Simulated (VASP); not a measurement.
Set up this calculation in VASP 6.6.1, as the native input.

```
Task                   : single point
Functional             : PBEsol
Potentials or basis    : VASP PAW PBE potentials, release 64 (Si)
Cutoff                 : 520 eV
k mesh                 : 10 × 10 × 10
Occupations            : gaussian, width 0.15 eV
Spin                   : no spin polarisation
Dipole correction      : no
Further INCAR settings : ALGO = Normal; EDIFF = 1e-07; NBANDS = 26
```

The structure of Si lies in POSCAR:

```
Si
1.0
   -3.1697372743      3.1697372743      3.5760975928
    3.1697372743     -3.1697372743      3.5760975928
    3.1697372743      3.1697372743     -3.5760975928
Si
8
Direct
    0.2047947401      0.2047947401      0.2047947401
    0.5000000000      0.0000000000      0.2952052599
    0.2952052599      0.5000000000      0.0000000000
    0.0000000000      0.2952052599      0.5000000000
    0.7952052599      0.7952052599      0.7952052599
    0.5000000000      0.0000000000      0.7047947401
    0.7047947401      0.5000000000      0.0000000000
    0.0000000000      0.7047947401      0.5000000000
```

The input as run:

INCAR

```
ALGO = Normal
EDIFF = 1E-7
ENCUT = 520
GGA = PS
ISIF = 2
ISMEAR = 0
LASPH = True
LCHARG = False
LREAL = False
LWAVE = False
NBANDS = 26
NELM = 80
PREC = Accurate
SIGMA = 0.15
```

KPOINTS

```
k-points
0
Gamma
  10 10 10
```

Potentials or basis: VASP PAW PBE potentials, release 64 (Si).

Run with:

```console
$ cat potpaw_PBE.64/Si/POTCAR > POTCAR
$ mpirun -np 1 vasp_std > vasp.out
```

Results of the run:

```
Pressure               : 0.7 GPa
Largest force          : 0.808 eV/Å
Band gap on the k mesh : zero (bands 16 and 17 overlap by 0.60 eV)
```

Caveat: the stress differs along the axes, from -11 to 7 GPa; semilocal functionals underestimate gaps, and a narrow one can read as zero; the PAW data sets were made with another functional, which shifts forces and pressure a little.

It took 6.6 min on 1 thread of Intel(R) Xeon(R) 6975P-C (Granite Rapids) (shared host), peak memory 0.61 GiB.
